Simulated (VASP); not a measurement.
# Cu (P6_3/mmc) in VASP: settings compared

Cu is run at these levels: LDA, PBE, RPBE; tasks: single point.

Program: VASP 6.6.1. These are calculated values, not measurements. Logs are shortened: lines on timing, memory, paths and dates and some standing lists are left out, and cuts for length are marked.

**1. The cell of the first run**

The structure is hexagonal, space group P6_3/mmc (No. 194). The conventional cell has a = 2.534 Å, b = 2.534 Å, c = 4.113 Å, α = 90.00°, β = 90.00°, γ = 120.00°. Cu (site symmetry -6m2) has 12 Cu at 2.52 to 2.53 Å within 3.3 Å.

**2. Single point, LDA**

INCAR reads:

```
  ALGO = Normal
  EDIFF = 1E-6
  ENCUT = 700
  GGA = CA
  GGA_COMPAT = F
  ISIF = 2
  ISMEAR = 0
  LASPH = T
  LCHARG = F
  LREAL = F
  LWAVE = F
  NBANDS = 26
  NELM = 120
  PREC = Accurate
  SIGMA = 0.05
```

KPOINTS reads:

```
k-points
0
Gamma
  10 10 6
```

POSCAR reads:

```
Cu
1.0
    2.5340966698      0.0000000000      0.0000000000
   -1.2670483349      2.1945920917      0.0000000000
    0.0000000000      0.0000000000      4.1125710000
Cu
2
Direct
    0.6666666667      0.3333333333      0.7500000000
    0.3333333333      0.6666666667      0.2500000000
```

Potentials or basis: VASP PAW LDA potentials, release 64 (Cu_sv_GW).

Started as:

```
> cat potpaw_LDA.64/Cu_sv_GW/POTCAR > POTCAR
> mpirun -np 1 vasp_std > vasp.out
```

OUTCAR:

```text
EDIFF = 1E-6
   ENCUT = 700
   GGA = CA
   ISIF = 2
   ISMEAR = 0
   LASPH = T
   LREAL = F
   NELM = 120
   PREC = Accurate

 ion  position               nearest neighbor table
   1  0.667  0.333  0.750-   2 2.52   2 2.52   2 2.52   2 2.52   2 2.52   2 2.52
   2  0.333  0.667  0.250-   1 2.52   1 2.52   1 2.52   1 2.52   1 2.52   1 2.52

  LATTYP: Found a hexagonal cell.
 ALAT       =     2.5340966698
 C/A-ratio  =     1.6228942838

  Lattice vectors:

 A1 = (   2.5340966698,   0.0000000000,   0.0000000000)
 A2 = (  -1.2670483349,   2.1945920917,   0.0000000000)
 A3 = (   0.0000000000,   0.0000000000,   4.1125710000)

Analysis of symmetry for initial positions (statically):
=====================================================================
 Subroutine PRICEL returns:
 Original cell was already a primitive cell.

 Routine SETGRP: Setting up the symmetry group for a
 hexagonal supercell.

 Subroutine GETGRP returns: Found 24 space group operations
 (whereof 12 operations were pure point group operations)
 out of a pool of 24 trial point group operations.

The static configuration has the point symmetry D_3d.
 The point group associated with its full space group is D_6h.

Analysis of symmetry for dynamics (positions and initial velocities):
=====================================================================
 Subroutine PRICEL returns:
 Original cell was already a primitive cell.

 Routine SETGRP: Setting up the symmetry group for a
 hexagonal supercell.

 Subroutine GETGRP returns: Found 24 space group operations
 (whereof 12 operations were pure point group operations)
 out of a pool of 24 trial point group operations.

The dynamic configuration has the point symmetry D_3d.
 The point group associated with its full space group is D_6h.

 Subroutine INISYM returns: Found 24 space group operations
 (whereof 12 operations are pure point group operations),
 and found     1 'primitive' translations

----------------------------------------------------------------------------------------

                                     Primitive cell

[... 75 lines left out ...]
   dimension x,y,z NGX =    24 NGY =   24 NGZ =   36
   dimension x,y,z NGXF=    48 NGYF=   48 NGZF=   72
   ions per type =               2
   NGX,Y,Z   is equivalent  to a cutoff of  15.74, 15.74, 14.55 a.u.
   NGXF,Y,Z  is equivalent  to a cutoff of  31.49, 31.49, 29.11 a.u.
 SYSTEM =  unknown system
   PREC   = accura    normal or accurate (medium, high low for compatibility)
   ISTART =      0    job   : 0-new  1-cont  2-samecut
   ICHARG =      2    charge: 1-file 2-atom 10-const
   ISPIN  =      1    spin polarized calculation?
   LNONCOLLINEAR =      F non collinear calculations
   LSORBIT =      F    spin-orbit coupling
   LASPH  =      T    aspherical Exc in radial PAW
   ENCUT  =  700.0 eV  51.45 Ry    7.17 a.u.   5.47  5.47  8.87*2*pi/ulx,y,z
   NELM   =    120;   NELMIN=  2; NELMDL= -5     # of ELM steps
   EDIFF  = 0.1E-05   stopping-criterion for ELM
   LREAL  =      F    real-space projection
   EDIFFG = 0.1E-04   stopping-criterion for IOM
   NSW    =      0    number of steps for IOM
   IBRION =     -1    ionic relax: 0-MD 1-quasi-New 2-CG
   NFREE  =      0    steps in history (QN), initial steepest desc. (CG)
   ISIF   =      2    stress and relaxation
   ISYM   =      2    0-nonsym 1-usesym 2-fastsym
   POTIM  = 0.5000    time-step for ionic-motion
   TEBEG  =    0.0;   TEEND  =   0.0 temperature during run
   PSTRESS=    0.0 pullay stress
   NELECT =      38.0000    total number of electrons
   NUPDOWN=      -1.0000    fix difference up-down
   EMIN   =  10.00;   EMAX   =-10.00  energy-range for DOS
   EFERMI =   0.00;   METHOD = LEGACY
   ISMEAR =     0;   SIGMA  =   0.05  broadening in eV -4-tet -1-fermi 0-gaus
   EFERMI_NEDOS =   21; number of points for ismear=-14 and -15
   IALGO  =     38    algorithm
   IMIX   =      4    mixing-type and parameters
     AMIX     =   0.40;   BMIX     =  1.00
     AMIX_MAG =   1.60;   BMIX_MAG =  1.00
  volume/ion in A,a.u.               =      11.44        77.17
  Fermi-wavevector in a.u.,A,eV,Ry     =   1.938977  3.664134 51.152874  3.759630
  Thomas-Fermi vector in A             =   2.969205
   LORBIT       =      0    0 simple, 1 ext, 2 COOP (PROOUT), +10 PAW based schemes
   GGA     = CA    functional components
   LHFCALC =     F    Hartree Fock is set to
   AEXX    =    0.0000 exact exchange contribution
   IVDW    =     0    specifies the selected vdW correction
   LEPSILON=     F    determine dielectric tensor
   LRPA    =     F    only Hartree local field effects (RPA)
 non-spin polarized calculation
 Gauss-broadening in eV      SIGMA  =   0.05
  energy-cutoff  :      700.00
  volume of cell :       22.87
 maximum number of plane-waves:       990
 NGX is ok and might be reduce to    24
   NGX = 11   NGY = 11   NGZ = 17

 number of electron      38.0000004 magnetization

 Free energy of the ion-electron system (eV)
  ---------------------------------------------------
  ext. energy  EPLUGINS =         0.00000000
  ---------------------------------------------------
  free energy    TOTEN  =        -9.65090432 eV

  energy without entropy =       -9.64921693  energy(sigma->0) =       -9.65006063

 E-fermi :   7.5128     XC(G=0): -14.0316

 val. band max:        7.4736335986   @ k =   0.5000   0.0000   0.1667
 cond. band min:       7.5129312505   @ k =   0.3000   0.0000   0.3333
 fundamental gap:      0.0392976519
 Fermi energy:         7.5128340600

 k-point     1 :       0.0000    0.0000    0.0000
  band No.  band energies     occupation
      1    -103.9612      2.00000
      2    -103.9412      2.00000
      3     -61.9888      2.00000
      4     -61.8788      2.00000
      5     -61.8788      2.00000
      6     -61.8630      2.00000
[... 685 lines left out ...]
     25      22.1226      0.00000
     26      25.1141      0.00000

 [... further k-points ...]
[... 5 lines left out ...]
  --------------------------------------------------------------------------------------
  -------------------------------------------------------------------------------------
  Total       -1.6688007     -1.6688007     -1.7036099      0.0000000      0.0000000      0.0000000
  in kB     -116.9027324   -116.9027324   -119.3411849      0.0000000      0.0000000      0.0000000
  external PRESSURE =    -117.7155499 kB  Pullay stress =       0.0000000 kB

 VOLUME and BASIS-vectors are now :
 -----------------------------------------------------------------------------
  energy-cutoff  :      700.00
  volume of cell :       22.87
      direct lattice vectors                 reciprocal lattice vectors
     2.534096670  0.000000000  0.000000000     0.394617937  0.227832772  0.000000000
    -1.267048335  2.194592092  0.000000000     0.000000000  0.455665544  0.000000000
     0.000000000  0.000000000  4.112571000     0.000000000  0.000000000  0.243156896

 POSITION                                       TOTAL-FORCE (eV/Angst)
 -----------------------------------------------------------------------------------
      1.26705      0.73153      3.08443        -0.000000      0.000000      0.000000
     -0.00000      1.46306      1.02814         0.000000     -0.000000      0.000000
 -----------------------------------------------------------------------------------
    total drift:                               -0.000001      0.000000     -0.000000

  FREE ENERGIE OF THE ION-ELECTRON SYSTEM (eV)
  ---------------------------------------------------
  free  energy   TOTEN  =        -9.6509043188 eV

  energy  without entropy=       -9.6492169325  energy(sigma->0) =       -9.65006063
```

OSZICAR:

```text
N       E                     dE             d eps       ncg     rms          rms(c)
DAV:   1     0.794667255044E+03    0.79467E+03   -0.29604E+04  4392   0.599E+03
DAV:   2     0.616687114226E+02   -0.73300E+03   -0.70660E+03  4696   0.141E+03
DAV:   3    -0.895525392422E+01   -0.70624E+02   -0.68845E+02  5348   0.544E+02
DAV:   4    -0.114508538804E+02   -0.24956E+01   -0.24884E+01  5086   0.971E+01
DAV:   5    -0.115470289745E+02   -0.96175E-01   -0.96162E-01  5052   0.150E+01    0.120E+01
DAV:   6    -0.109237259476E+02    0.62330E+00   -0.16845E+01  4108   0.250E+02    0.809E+00
DAV:   7    -0.968191768923E+01    0.12418E+01   -0.53657E+00  4164   0.141E+02    0.224E+00
DAV:   8    -0.965261067849E+01    0.29307E-01   -0.96073E-02  5224   0.816E+00    0.452E-01
DAV:   9    -0.965123102958E+01    0.13796E-02   -0.12703E-02  4944   0.624E+00    0.160E-01
DAV:  10    -0.965090627647E+01    0.32475E-03   -0.10766E-03  5144   0.179E+00    0.147E-02
DAV:  11    -0.965090494550E+01    0.13310E-05   -0.27217E-05  5088   0.263E-01    0.764E-03
DAV:  12    -0.965090431878E+01    0.62672E-06   -0.47788E-07  2078   0.589E-02
   1 F= -.96509043E+01 E0= -.96500606E+01  d E =-.168739E-02
```

It took 63 s on 1 thread of AMD EPYC 7R13 (Zen 3), shared host; peak memory 0.15 GiB.

What came out:

- Free energy: -9.6509 eV
- Pressure: -11.8 GPa
- Band gap on the k mesh: zero (band 19 reaches 10.69 eV, above the bottom of band 20 at 5.60 eV)

Stress tensor (GPa, compression positive):
```
-11.69   0.00   0.00
  0.00 -11.69   0.00
  0.00   0.00 -11.93
```

**3. Single point, PBE**

INCAR reads:

```
SYSTEM = Cu
PREC = Accurate
ENCUT = 700
EDIFF = 1E-6
ISMEAR = -1
SIGMA = 0.1
LREAL = .False.
LASPH = .True.
NELM = 120
ALGO = Normal
ISIF = 2
LWAVE = .False.
LCHARG = .True.
GGA = PE
LELF = .True.
LVHAR = .True.
NBANDS = 26
GGA_COMPAT = .False.
```

KPOINTS reads:

```
Automatic mesh
0
Gamma
  10 10 6
  0 0 0
```

POSCAR is that of step 2.

Potentials or basis: VASP PAW PBE potentials, release 64 (Cu_sv_GW).

Started as:

```
> cat potpaw_PBE.64/Cu_sv_GW/POTCAR > POTCAR
> mpirun -np 1 vasp_std > vasp.out
```

OUTCAR:

```text
SYSTEM = Cu
   PREC = Accurate
   ENCUT = 700
   EDIFF = 1E-6
   ISMEAR = -1
   LREAL = .False.
   LASPH = .True.
   NELM = 120
   ISIF = 2
   GGA = PE

 ion  position               nearest neighbor table
   1  0.667  0.333  0.750-   2 2.52   2 2.52   2 2.52   2 2.52   2 2.52   2 2.52
   2  0.333  0.667  0.250-   1 2.52   1 2.52   1 2.52   1 2.52   1 2.52   1 2.52

  LATTYP: Found a hexagonal cell.
 ALAT       =     2.5340966698
 C/A-ratio  =     1.6228942838

  Lattice vectors:

 A1 = (   2.5340966698,   0.0000000000,   0.0000000000)
 A2 = (  -1.2670483349,   2.1945920917,   0.0000000000)
 A3 = (   0.0000000000,   0.0000000000,   4.1125710000)

Analysis of symmetry for initial positions (statically):
=====================================================================
 Subroutine PRICEL returns:
 Original cell was already a primitive cell.

 Routine SETGRP: Setting up the symmetry group for a
 hexagonal supercell.

 Subroutine GETGRP returns: Found 24 space group operations
 (whereof 12 operations were pure point group operations)
[... 155 lines left out ...]

 number of electron      38.0000004 magnetization

 Free energy of the ion-electron system (eV)
  ---------------------------------------------------
  ext. energy  EPLUGINS =         0.00000000
  ---------------------------------------------------
  free energy    TOTEN  =        -7.54462275 eV

  energy without entropy =       -7.51554209  energy(sigma->0) =       -7.53008242

 E-fermi :   7.9264     XC(G=0): -13.5676

 val. band max:        7.9263219150   @ k =   0.4000   0.1000   0.3333
 cond. band min:       7.9791840243   @ k =   0.5000   0.0000   0.0000
 fundamental gap:      0.0528621093
 Fermi energy:         7.9263971862

 k-point     1 :       0.0000    0.0000    0.0000
  band No.  band energies     occupation
      1    -104.6610      2.00000
      2    -104.6420      2.00000
      3     -62.0987      2.00000
      4     -61.9942      2.00000
      5     -61.9942      2.00000
      6     -61.9774      2.00000
[... 685 lines left out ...]
     25      22.5407      0.00000
     26      25.5128      0.00000

 [... further k-points ...]
[... 5 lines left out ...]
  --------------------------------------------------------------------------------------
  -------------------------------------------------------------------------------------
  Total        0.2700030      0.2700030      0.3610502      0.0000000      0.0000000      0.0000000
  in kB       18.9142341     18.9142341     25.2922687      0.0000000      0.0000000      0.0000000
  external PRESSURE =      21.0402457 kB  Pullay stress =       0.0000000 kB

 VOLUME and BASIS-vectors are now :
 -----------------------------------------------------------------------------
  energy-cutoff  :      700.00
  volume of cell :       22.87
      direct lattice vectors                 reciprocal lattice vectors
     2.534096670  0.000000000  0.000000000     0.394617937  0.227832772  0.000000000
    -1.267048335  2.194592092  0.000000000     0.000000000  0.455665544  0.000000000
     0.000000000  0.000000000  4.112571000     0.000000000  0.000000000  0.243156896

 POSITION                                       TOTAL-FORCE (eV/Angst)
 -----------------------------------------------------------------------------------
      1.26705      0.73153      3.08443        -0.000000      0.000000      0.000000
     -0.00000      1.46306      1.02814         0.000000      0.000000      0.000000
 -----------------------------------------------------------------------------------
    total drift:                               -0.000001      0.000000     -0.000000

  FREE ENERGIE OF THE ION-ELECTRON SYSTEM (eV)
  ---------------------------------------------------
  free  energy   TOTEN  =        -7.5446227539 eV

  energy  without entropy=       -7.5155420929  energy(sigma->0) =       -7.53008242
```

Run time: 49 s. Hardware: 1 thread of AMD EPYC 7R13 (Zen 3), shared host; peak memory 0.16 GiB.

What came out:

```
Free energy            : -7.5446 eV
Pressure               : 2.1 GPa
Band gap on the k mesh : zero (band 19 reaches 11.08 eV, above the bottom of band 20 at 6.03 eV)
```

Levels at points of the mesh, in eV from the Fermi level:
```tsv
k point	band 15	band 16	band 17	band 18	band 19	band 20	band 21	band 22	band 23	band 24
(0.00, 0.00, 0.00)	-2.75	-2.47	-2.47	-1.66	-1.66	-1.03	4.06	21.59	22.11	22.11
(0.50, 0.00, 0.00)	-2.71	-1.57	-1.51	-1.46	0.05	1.66	7.97	8.38	10.96	11.37
(0.00, 0.00, 0.50)	-3.03	-3.03	-1.90	-1.90	-1.90	-1.90	12.92	12.92	22.30	22.30
(0.50, 0.00, 0.50)	-1.86	-1.86	-1.51	-1.51	0.48	0.48	5.05	5.05	16.39	16.39
```

(Part 1 of 2 ends here.)
